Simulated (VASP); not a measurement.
The system is Nb.

```
Nb
1.0
     0.00000    2.08493    2.08493
     2.08493    0.00000    2.08493
     2.08493    2.08493    0.00000
Nb
1
Direct
  0.00000 0.00000 0.00000
```

```yaml
Program: VASP 6.6.1
Task: relaxation of cell and atoms
Functional: PBE
Potentials_or_basis: VASP PAW PBE potentials, release 64 (Nb_sv)
Cutoff: 600 eV
k_mesh: 16 × 16 × 16
Occupations: fermi-dirac, width 0.08 eV
Spin: no spin polarisation
```

At the start: pressure 5.8 GPa; volume 18.13 Å³/atom.

Problem. Where does the relaxation end?

Solution. Over 4 steps the energy falls by 10.8 meV/atom and the volume is 18.74 Å³/atom (+3.4 %); space group Fm-3m (No. 225, to 0.05 Å).

Step by step:
| step | energy change (eV) | largest force (eV/Å) | pressure (GPa) | volume (Å³) |
| --- | --- | --- | --- | --- |
| 1 | 0.0000 | 0.0000 | 5.82 | 18.13 |
| 2 | 0.0232 | 0.0000 | -8.90 | 19.91 |
| 3 | -0.0108 | 0.0000 | -0.12 | 18.75 |
| 4 | -0.0108 | 0.0000 | 0.02 | 18.74 |

Final structure:
```
Nb
1.0
     0.00000    2.10811    2.10811
     2.10811    0.00000    2.10811
     2.10811    2.10811    0.00000
Nb
1
Direct
  0.00000 0.00000 0.00000
```
